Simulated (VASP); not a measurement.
Here is a VASP 6.6.1 calculation.

The input INCAR:

```
PREC = Accurate
ENCUT = 600
EDIFF = 1E-6
ISMEAR = 0
SIGMA = 0.01
LREAL = F
LASPH = T
NELM = 80
ALGO = Normal
ISIF = 4
LWAVE = F
LCHARG = F
IBRION = 2
NSW = 80
EDIFFG = -0.001
```

File KPOINTS:

```
Automatic mesh
0
Gamma
  12 12 6
```

File POSCAR:

```
MgAl2C2
1.0
    3.3245634805      0.0000000000      0.0000000000
   -1.6622817403      2.8791564306      0.0000000000
    0.0000000000      0.0000000000      5.6668308330
Mg Al C
1 2 2
Direct
    0.0000000000      0.0000000000      0.0000000000
    0.3333333333      0.6666666667      0.3495036925
    0.6666666667      0.3333333333      0.6504963075
    0.3333333333      0.6666666667      0.7310792029
    0.6666666667      0.3333333333      0.2689207971
```

Potentials or basis: VASP PAW LDA potentials, release 64 (Mg, Al, C).

Launch:

```console
$ cat potpaw_LDA.64/Mg/POTCAR potpaw_LDA.64/Al/POTCAR potpaw_LDA.64/C/POTCAR > POTCAR
$ mpirun -np 1 vasp_std > vasp.out
```

**Question.** What does it give for the band gap on the k mesh?

**Answer.** 1.78 eV, indirect (least direct gap 3.00 eV).

Final structure:
```
Mg Al C
1.0
     3.33086    0.00000    0.00000
    -1.66543    2.88461    0.00000
     0.00000    0.00000    5.64544
Mg Al C
1 2 2
Direct
  0.00000 0.00000 0.00000
  0.33333 0.66667 0.34905
  0.66667 0.33333 0.65095
  0.33333 0.66667 0.73288
  0.66667 0.33333 0.26712
```

 A k mesh can miss the band edges.
